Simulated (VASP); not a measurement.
Runs of VASP 6.6.1 on Rb. The structure is that of space group P6_3/mmc (No. 194), or close to it. The cells are those of the table. This isn't the form of Rb at room conditions, which is bcc.

```csv
task,cell,cutoff (eV),gap on the mesh (eV),pressure (GPa)
single point,"a = 4.904, b = 4.904, c = 8.091 Å, angles 90.0, 90.0, 120.0°, 2 atoms",520,none,(a)
relaxation of shape and atoms at fixed volume,"relaxed from a = 4.253, b = 4.253, c = 7.016 Å, angles 90.0, 90.0, 120.0°, 2 atoms",600,none,3.5
single point,"a = 5.042, b = 5.042, c = 8.319 Å, angles 90.0, 90.0, 120.0°, 2 atoms",520,none,0.0
single point,"a = 4.757, b = 4.757, c = 7.849 Å, angles 90.0, 90.0, 120.0°, 2 atoms",520,none,0.7
relaxation of shape and atoms at fixed volume,"relaxed from a = 3.864, b = 3.864, c = 6.375 Å, angles 90.0, 90.0, 120.0°, 2 atoms",600,none,8.7
```

Alike in all rows: level PBE; potentials or basis VASP PAW PBE potentials, release 64 (Rb_sv); no spin polarisation; k mesh 9 × 9 × 5; smearing fermi-dirac 0.08 eV.

Task: Fill in the values left out.

Result: (a) 0.3.

A k mesh can miss the band edges, and the runs leave out spin-orbit coupling on Rb.

A gap of «none» marks levels without a gap at the run's occupations.
